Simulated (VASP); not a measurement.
# Ti: single point with LDA

Crystal: Ti.

```xyz
2
Lattice="2.8658 0.0000 0.0000 -1.4329 2.4818 0.0000 0.0000 0.0000 4.5296" Properties=species:S:1:pos:R:3 pbc="T T T"
Ti    0.0000    1.6546    1.1324
Ti    1.4329    0.8273    3.3972
```

* Program: VASP 6.6.1
* Task: single point
* Functional: LDA
* Potentials or basis: VASP PAW LDA potentials, release 64 (Ti_sv)
* Cutoff: 520 eV
* k mesh: 15 × 15 × 8
* Occupations: fermi-dirac, width 0.05 eV
* Spin: no spin polarisation
* Dipole correction: no
* k mesh for the DOS: 23 × 23 × 12
* Occupations for the DOS: tetrahedron
* Further INCAR settings: ALGO = Normal; EDIFF = 1e-06

- Valence electrons inside the program's atomic spheres: Ti 10.37

Levels at points of the mesh, in eV from the Fermi level:
| k point | band 8 | band 9 | band 10 | band 11 | band 12 | band 13 | band 14 | band 15 | band 16 |
| --- | --- | --- | --- | --- | --- | --- | --- | --- | --- |
| (0.00, 0.00, 0.00) | -32.18 | -6.31 | -2.89 | 0.76 | 0.76 | 0.91 | 1.11 | 1.32 | 1.32 |
| (0.00, 0.00, 0.50) | -32.25 | -4.35 | -4.35 | 0.07 | 0.07 | 0.65 | 0.65 | 0.65 | 0.65 |

It took 4.6 min on 1 thread of Intel Xeon 8259CL, with other jobs on the host, peak memory 0.29 GiB.
